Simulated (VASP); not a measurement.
# LuHfF (P-6m2) in VASP: a series of runs

LuHfF is run at these levels: PBE; tasks: relaxation of cell and atoms, single point.

All numbers are computed with VASP 6.6.1; they aren't measurements. Logs are shortened: lines on timing, memory, paths and dates and some standing lists are left out, and cuts for length are marked.

## (1) The cell of the first run

The structure is hexagonal, space group P-6m2 (No. 187). The conventional cell has a = 3.931 Å, b = 3.931 Å, c = 4.252 Å, α = 90.00°, β = 90.00°, γ = 120.00°. Lu (site symmetry -6m2) has 6 Hf at 3.11 Å and 6 F at 3.11 Å and 6 Lu at 3.93 Å within 4.1 Å. Hf (site symmetry -6m2) has 3 F at 2.27 Å within 3.0 Å. F (site symmetry -6m2) has 3 Hf at 2.27 Å within 3.0 Å.

## (2) Relaxation of cell and atoms, PBE

File INCAR:

```
SYSTEM = LuHfF
  PREC = Accurate
  ENCUT = 600
  EDIFF = 1E-7
  ISMEAR = 0
  SIGMA = 0.1
  LREAL = .False.
  LASPH = .True.
  NELM = 100
  ALGO = Normal
  ISIF = 3
  LWAVE = .False.
  LCHARG = .False.
  GGA = PE
  IBRION = 2
  NSW = 90
  EDIFFG = -0.04
```

File KPOINTS:

```
regular mesh
0
Gamma
  6 6 4
  0 0 0
```

File POSCAR:

```
LuHfF
1.0
    3.9313822600      0.0000000000      0.0000000000
   -1.9656911300      3.4046769100      0.0000000000
    0.0000000000      0.0000000000      4.2524428300
Lu Hf F
1 1 1
Direct
    0.0000000000      0.0000000000      0.0000000000
    0.3333333300      0.6666666700      0.5000000000
    0.6666666700      0.3333333300      0.5000000000
```

Potentials or basis: VASP PAW PBE potentials, release 64 (Lu, Hf_pv, F).

Command:

```bash
$ cat potpaw_PBE.64/Lu/POTCAR potpaw_PBE.64/Hf_pv/POTCAR potpaw_PBE.64/F/POTCAR > POTCAR
$ mpirun -np 1 vasp_std > vasp.out
```

OUTCAR:

```text
SYSTEM = LuHfF
   PREC = Accurate
   ENCUT = 600
   EDIFF = 1E-7
   ISMEAR = 0
   LREAL = .False.
   LASPH = .True.
   NELM = 100
   ISIF = 3
   GGA = PE
   IBRION = 2
   NSW = 90
   EDIFFG = -0.04

 ion  position               nearest neighbor table
   1  0.000  0.000  0.000-   2 3.11   2 3.11   2 3.11   2 3.11   2 3.11   2 3.11
   2  0.333  0.667  0.500-   3 2.27   3 2.27   3 2.27   1 3.11   1 3.11   1 3.11   1 3.11   1 3.11
                             1 3.11
   3  0.667  0.333  0.500-   2 2.27   2 2.27   2 2.27

  LATTYP: Found a hexagonal cell.
 ALAT       =     3.9313822600
 C/A-ratio  =     1.0816660779

  Lattice vectors:

 A1 = (   3.9313822600,   0.0000000000,   0.0000000000)
 A2 = (  -1.9656911300,   3.4046769100,   0.0000000000)
 A3 = (   0.0000000000,   0.0000000000,   4.2524428300)

Analysis of symmetry for initial positions (statically):
=====================================================================
 Subroutine PRICEL returns:
 Original cell was already a primitive cell.

 Routine SETGRP: Setting up the symmetry group for a
 hexagonal supercell.

 Subroutine GETGRP returns: Found 12 space group operations
 (whereof 12 operations were pure point group operations)
 out of a pool of 24 trial point group operations.

The static configuration has the point symmetry D_3h.

Analysis of symmetry for dynamics (positions and initial velocities):
=====================================================================
 Subroutine PRICEL returns:
 Original cell was already a primitive cell.

 Routine SETGRP: Setting up the symmetry group for a
 hexagonal supercell.

 Subroutine GETGRP returns: Found 12 space group operations
 (whereof 12 operations were pure point group operations)
 out of a pool of 24 trial point group operations.

The dynamic configuration has the point symmetry D_3h.

 Subroutine INISYM returns: Found 12 space group operations
 (whereof 12 operations are pure point group operations),
 and found     1 'primitive' translations

----------------------------------------------------------------------------------------

                                     Primitive cell

  volume of cell :      56.9193

  direct lattice vectors                    reciprocal lattice vectors
     3.931382260  0.000000000  0.000000000     0.254363461  0.146856813  0.000000000
    -1.965691130  3.404676910  0.000000000     0.000000000  0.293713626  0.000000000
     0.000000000  0.000000000  4.252442830     0.000000000  0.000000000  0.235158952

  length of vectors
     3.931382260  3.931382261  4.252442830     0.293713626  0.293713626  0.235158952

  position of ions in fractional coordinates (direct lattice)
[... 77 lines left out ...]
   EDIFF  = 0.1E-06   stopping-criterion for ELM
   LREAL  =      F    real-space projection
   EDIFFG = -.4E-01   stopping-criterion for IOM
   NSW    =     90    number of steps for IOM
   IBRION =      2    ionic relax: 0-MD 1-quasi-New 2-CG
   NFREE  =      1    steps in history (QN), initial steepest desc. (CG)
   ISIF   =      3    stress and relaxation
   ISYM   =      2    0-nonsym 1-usesym 2-fastsym
   POTIM  = 0.5000    time-step for ionic-motion
   TEBEG  =    0.0;   TEEND  =   0.0 temperature during run
   PSTRESS=    0.0 pullay stress
   NELECT =      42.0000    total number of electrons
   NUPDOWN=      -1.0000    fix difference up-down
   EMIN   =  10.00;   EMAX   =-10.00  energy-range for DOS
   EFERMI =   0.00;   METHOD = LEGACY
   ISMEAR =     0;   SIGMA  =   0.10  broadening in eV -4-tet -1-fermi 0-gaus
   EFERMI_NEDOS =   21; number of points for ismear=-14 and -15
   IALGO  =     38    algorithm
   IMIX   =      4    mixing-type and parameters
     AMIX     =   0.40;   BMIX     =  1.00
     AMIX_MAG =   1.60;   BMIX_MAG =  1.00
  volume/ion in A,a.u.               =      18.97       128.04
  Fermi-wavevector in a.u.,A,eV,Ry     =   1.479351  2.795569 29.776089  2.188481
  Thomas-Fermi vector in A             =   2.593520
   LORBIT       =      0    0 simple, 1 ext, 2 COOP (PROOUT), +10 PAW based schemes
   GGA     = PE    functional components
   LHFCALC =     F    Hartree Fock is set to
   AEXX    =    0.0000 exact exchange contribution
   IVDW    =     0    specifies the selected vdW correction
   LEPSILON=     F    determine dielectric tensor
   LRPA    =     F    only Hartree local field effects (RPA)
 conjugate gradient relaxation of ions
 non-spin polarized calculation
 Gauss-broadening in eV      SIGMA  =   0.10
  energy-cutoff  :      600.00
  volume of cell :       56.92
 maximum number of plane-waves:      1914
 NGX is ok and might be reduce to    32
   NGX = 15   NGY = 15   NGZ = 17

--------------------------------------- Ionic step        1  -------------------------------------------

 number of electron      41.9999994 magnetization

 Free energy of the ion-electron system (eV)
  ---------------------------------------------------
  ext. energy  EPLUGINS =         0.00000000
  ---------------------------------------------------
  free energy    TOTEN  =       -17.47839581 eV

  energy without entropy =      -17.43660252  energy(sigma->0) =      -17.45749917

 E-fermi :   4.2366     XC(G=0): -11.1167

 val. band max:        4.2330888885   @ k =   0.3333   0.3333   0.0000
 cond. band min:       4.2506617431   @ k =   0.0000   0.0000   0.2500
 fundamental gap:      0.0175728546
 Fermi energy:         4.2365736894

 k-point     1 :       0.0000    0.0000    0.0000
  band No.  band energies     occupation
      1     -51.9916      2.00000
      2     -27.2139      2.00000
      3     -27.2139      2.00000
      4     -27.0236      2.00000
      5     -22.6576      2.00000
      6     -22.6428      2.00000
[... 681 lines left out ...]
  FREE ENERGIE OF THE ION-ELECTRON SYSTEM (eV)
  ---------------------------------------------------
  free  energy   TOTEN  =       -17.7844429323 eV

  energy  without entropy=      -17.7537717245  energy(sigma->0) =      -17.76910733

[... ionic steps 4 to 7 ...]

--------------------------------------- Ionic step        8  -------------------------------------------

 number of electron      41.9999995 magnetization

------------------------ aborting loop because EDIFF is reached ----------------------------------------
[... 69 lines left out ...]
--------------------------------------- Ionic step       10  -------------------------------------------

 number of electron      42.0000007 magnetization

 Free energy of the ion-electron system (eV)
  ---------------------------------------------------
  ext. energy  EPLUGINS =         0.00000000
  ---------------------------------------------------
  free energy    TOTEN  =       -18.51691963 eV

  energy without entropy =      -18.49534060  energy(sigma->0) =      -18.50613012

 E-fermi :   3.5843     XC(G=0): -10.4581

 val. band max:        3.5767622529   @ k =   0.5000  -0.0000   0.2500
 cond. band min:       3.6260751817   @ k =   0.5000  -0.0000   0.5000
 fundamental gap:      0.0493129289
 Fermi energy:         3.5843398935

 k-point     1 :       0.0000    0.0000    0.0000
  band No.  band energies     occupation
      1     -53.0050      2.00000
      2     -28.4769      2.00000
      3     -28.4769      2.00000
      4     -28.3778      2.00000
      5     -23.8112      2.00000
      6     -23.6314      2.00000
[... 607 lines left out ...]
  FREE ENERGIE OF THE ION-ELECTRON SYSTEM (eV)
  ---------------------------------------------------
  free  energy   TOTEN  =       -18.5169196343 eV

  energy  without entropy=      -18.4953406034  energy(sigma->0) =      -18.50613012

 reached required accuracy - stopping structural energy minimisation
```

OSZICAR:

```text
N       E                     dE             d eps       ncg     rms          rms(c)
DAV:   1     0.310600901739E+03    0.31060E+03   -0.20894E+04  1370   0.567E+03
DAV:   2     0.135713953090E+02   -0.29703E+03   -0.29206E+03  1219   0.643E+02
DAV:   3    -0.172278588198E+02   -0.30799E+02   -0.30250E+02  1243   0.140E+02
[... 143 lines left out ...]
DAV:  11    -0.185169195522E+02   -0.37403E-05   -0.53369E-06  1541   0.161E-02    0.865E-03
DAV:  12    -0.185169190554E+02    0.49681E-06   -0.82488E-07  1393   0.687E-03    0.689E-03
DAV:  13    -0.185169194541E+02   -0.39877E-06   -0.17998E-07   864   0.377E-03    0.437E-03
DAV:  14    -0.185169195852E+02   -0.13105E-06   -0.62623E-08   605   0.209E-03    0.153E-03
DAV:  15    -0.185169196343E+02   -0.49080E-07   -0.26387E-08   585   0.132E-03
  10 F= -.18516920E+02 E0= -.18506130E+02  d E =-.331736E-01
```

Run time: 6.3 min. Hardware: 1 thread of AMD EPYC 9R45 (Zen 5), shared host; peak memory 0.19 GiB.

Results:

```yaml
Free_energy: -18.5169 eV
Relaxed_volume: 21.83 Å³/atom
Relaxed_cell: a = 3.673 Å, b = 3.673 Å, c = 5.604 Å, α = 90.00°, β = 90.00°, γ = 120.00°
Space_group_after_relaxing_to_0.05_Å: P-6m2 (No. 187)
Energy_gained_by_relaxing: 346.2 meV/atom
Ionic_steps: 10
Pressure_after_relaxing: 0.0 GPa
Band_gap_on_the_k_mesh: zero (band 21 reaches 4.77 eV, above the bottom of band 22 at 3.42 eV)
```

Stress tensor (GPa, compression positive):
```
-0.20  0.00  0.00
 0.00 -0.20  0.00
 0.00  0.00  0.27
```

The path:
| step | energy change (eV) | largest force (eV/Å) | pressure (GPa) | volume (Å³) |
| --- | --- | --- | --- | --- |
| 1 | 0.0000 | 0.0000 | 8.37 | 56.92 |
| 2 | -0.3026 | 0.0000 | -1.79 | 65.41 |
| 3 | -0.3060 | 0.0000 | -3.13 | 67.00 |
| 4 | -0.6286 | 0.0000 | -3.42 | 67.92 |
| 5 | -0.7581 | 0.0000 | -1.59 | 67.83 |
| 6 | -0.9543 | 0.0000 | -3.59 | 68.37 |
| 7 | -0.9940 | 0.0000 | -3.20 | 68.28 |
| 8 | -1.0054 | 0.0000 | -3.46 | 68.36 |
| 9 | -0.9778 | 0.0000 | 5.53 | 61.81 |
| 10 | -1.0385 | 0.0000 | -0.04 | 65.49 |

Final structure:
```
Lu Hf F
1.0
     3.67335    0.00000    0.00000
    -1.83667    3.18121    0.00000
     0.00000    0.00000    5.60442
Lu Hf F
1 1 1
Cartesian
  0.0000 0.0000 0.0000
  0.0000 2.1208 2.8022
  1.8367 1.0604 2.8022
```

Caveat: the k points lie up to 0.33 Å⁻¹ apart in the final cell; the volume moved by over 15 % at a fixed basis, so the end points are rough; spin-orbit coupling is left out, which moves the levels of the heavy elements.

## (3) Single point, PBE

This run uses another cell than the first one, of 22.70 Å³/atom, 1.197 times its volume.

File INCAR:

```
PREC     = Accurate       # precision mode
ENCUT    = 520            # plane-wave cutoff, eV
EDIFF    = 1E-6           # SCF threshold, eV
ISMEAR   = 0              # smearing method
SIGMA    = 0.1            # smearing width, eV
LREAL    = F              # projectors in reciprocal space
LASPH    = T              # aspherical terms in the spheres
NELM     = 60             # most SCF steps
ALGO     = Normal         # electronic algorithm
ISIF     = 2              # what is computed and relaxed
LWAVE    = F              # write WAVECAR
LCHARG   = F              # write CHGCAR
GGA      = PE             # functional
NBANDS   = 28             # bands
```

File KPOINTS:

```
regular mesh
0
Gamma
  12 12 8
```

File POSCAR:

```
LuHfF
1.0
    3.6701113490      0.0000000000      0.0000000000
   -1.8350556745      3.1784096630      0.0000000000
    0.0000000000      0.0000000000      5.8389572253
Lu Hf F
1 1 1
Direct
    0.0000000000      0.0000000000      0.0000000000
    0.3333333333      0.6666666667      0.5000000000
    0.6666666667      0.3333333333      0.5000000000
```

Potentials or basis: VASP PAW PBE potentials, release 64 (Lu, Hf_pv, F).

Command:

```bash
$ cat potpaw_PBE.64/Lu/POTCAR potpaw_PBE.64/Hf_pv/POTCAR potpaw_PBE.64/F/POTCAR > POTCAR
$ mpirun -np 1 vasp_std > vasp.out
```

Run time: 2.6 min. Hardware: 1 thread of AMD EPYC 9R45 (Zen 5), shared host; peak memory 0.3 GiB.

Results (log left out):

```yaml
Free_energy: -18.5999 eV
Pressure: -0.9 GPa
Band_gap_on_the_k_mesh: zero (band 21 reaches 4.15 eV, above the bottom of band 22 at 3.13 eV)
```

Stress tensor (GPa, compression positive):
```
-1.23  0.00  0.00
 0.00 -1.23  0.00
 0.00  0.00 -0.26
```

Levels at points of the mesh, in eV from the Fermi level:
| k point | band 19 | band 20 | band 21 | band 22 | band 23 | band 24 |
| --- | --- | --- | --- | --- | --- | --- |
| (0.00, 0.00, 0.00) | -5.35 | -1.30 | 0.78 | 1.52 | 1.52 | 1.69 |
| (0.50, 0.00, 0.00) | -2.35 | -0.90 | -0.45 | -0.12 | 0.43 | 0.47 |
| (0.00, 0.00, 0.50) | -4.00 | -2.98 | 0.63 | 1.12 | 1.12 | 1.17 |
| (0.50, 0.00, 0.50) | -1.89 | -1.62 | -0.40 | 0.02 | 0.70 | 1.03 |

Caveat: spin-orbit coupling is left out, which moves the levels of the heavy elements.
